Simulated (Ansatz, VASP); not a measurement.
VB4Os in VASP and in Ansatz

Contents of INCAR:

```
SYSTEM = VB4Os
PREC = Accurate ; ENCUT = 500
EDIFF = 1E-6 ; ISMEAR = -1
SIGMA = 0.15 ; LREAL = .False.
LASPH = .True. ; NELM = 200
ALGO = Normal ; ISIF = 2
LWAVE = .False. ; LCHARG = .False.
ISPIN = 2 ; MAGMOM = 2 0 0 0 0 0
LORBIT = 11 ; LMAXMIX = 4
GGA = PE ; NBANDS = 34
GGA_COMPAT = .False.
```

KPOINTS

```
regular mesh
0
Gamma
  9 9 3
  0 0 0
```

File POSCAR:

```
VB4Os
1.0
    2.8774870000      0.0000000000      0.0000000000
   -1.4387440000      2.4919770000      0.0000000000
    0.0000000000      0.0000000000      7.4537050000
V B Os
1 4 1
Direct
    0.0000000000      0.0000000000      0.0000000000
    0.0000000000      0.0000000000      0.7094840000
    0.3333333333      0.6666666667      0.7969230000
    0.3333333333      0.6666666667      0.2030770000
    0.0000000000      0.0000000000      0.2905160000
    0.3333333333      0.6666666667      0.5000000000
```

Input for Ansatz:

```yaml
crystal:
  lattice:
    - [2.877487, 0.0, 0.0]
    - [-1.438744, 2.491977, 0.0]
    - [0.0, 0.0, 7.453705]
  atoms:
    - { symbol: V, position: [0.0, 0.0, 0.0], spin: 2.0 }
    - { symbol: B, position: [0.0, 0.0, 0.709484] }
    - { symbol: B, position: [0.3333333333333333, 0.6666666666666666, 0.796923] }
    - { symbol: B, position: [0.3333333333333333, 0.6666666666666666, 0.203077] }
    - { symbol: B, position: [0.0, 0.0, 0.290516] }
    - { symbol: Os, position: [0.3333333333333333, 0.6666666666666666, 0.5] }
basis:
  ecutwfc: 500.0
kpoints:
  mp_grid:
    grid: [9, 9, 3]
hamiltonian:
  xc: pbe
magnetization:
  spin_polarized: true
scf:
  occupations:
    method: fermi_dirac
    width: 0.15
output:
  stress: true
```

Alike in both runs: task single point; functional PBE; k mesh 9 × 9 × 3; occupations fermi-dirac, width 0.15 eV; collinear spin.

|  | VASP | Ansatz |
| --- | --- | --- |
| version | VASP 6.6.1 | Ansatz 0.2.0 |
| potentials or method | VASP PAW PBE potentials, release 64 (V_sv, B, Os_sv_GW), cutoff 500 eV | plane waves, PAW |
| valence electrons in the cell | 41 | 41 |

VASP gave:

| Property | Result |
| --- | --- |
| pressure (GPa) | -1.4 |
| traceless stress, the component that is largest in VASP (GPa) | 0.70 |
| net moment per atom (μB) | 0.00 |

Problem. Which values does Ansatz return?

Solution. Pressure (GPa): -0.6; traceless stress, the component that is largest in VASP (GPa): 0.54; net moment per atom (μB): 0.00.

Ansatz's warnings: seeded moment not kept.

Neither program's run includes spin-orbit coupling.
